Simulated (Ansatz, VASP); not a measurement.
**Ba: VASP beside Ansatz**

```
Ba
1.0
     2.20432   -3.99886    0.00000
     2.20432    3.99886    0.00000
     0.00000    0.00000    7.43051
Ba
2
Direct
  0.64960 0.35040 0.25000
  0.35040 0.64960 0.75000
```

Alike in both runs: task single point; functional PBE; k mesh 11 × 11 × 6; occupations fermi-dirac, width 0.03 eV; no spin polarisation.

|  | VASP | Ansatz |
| --- | --- | --- |
| version | VASP 6.6.1 | Ansatz 0.2.0 |
| potentials or method | VASP PAW PBE potentials, release 64 (Ba_sv), cutoff 520 eV | all-electron LAPW, scalar-relativistic |

```csv
,VASP,Ansatz,Ansatz less VASP
pressure (GPa),-0.2,-0.2,-0.04
"traceless stress, the component that is largest in VASP (GPa)",0.09,0.09,+0.002
rms of the force components (eV/Å),0.015,0.015,-0.0003
```

Atom by atom the forces differ by 0.000 eV/Å (rms over components). Ansatz ran all-electron here, and VASP with PAW potentials.

Spin-orbit coupling is off throughout.
